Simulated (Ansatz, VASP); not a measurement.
## Nb in VASP and in Ansatz

```xyz
1
Lattice="2.3823 0.0000 0.0000 0.0000 2.3823 0.0000 0.0000 0.0000 2.3823" Properties=species:S:1:pos:R:3 pbc="T T T"
Nb    0.0000    0.0000    0.0000
```

Change from the starting cell: volume scaled by 0.7, PAW files.

Alike in both runs: task single point; functional PBEsol; k mesh 14 × 14 × 14; occupations fermi-dirac, width 0.1 eV; no spin polarisation.

```csv
,VASP,Ansatz
version,VASP 6.6.1,Ansatz 0.2.0
potentials or method,"VASP PAW PBE potentials, release 64 (Nb_sv)","PAW with Ansatz's default frozen-core files, scalar-relativistic"
plane-wave cutoff (eV),520,420
valence electrons in the cell,13,13
```

```csv
,VASP,Ansatz,Ansatz less VASP
pressure (GPa),102.3,102.1,-0.18
```

VASP's potentials were made for PBE, not for PBEsol. Both programs put the cell under a high pressure, so it lies far from rest at this level.

Noted on VASP's run: the cell as given lies far from equilibrium.
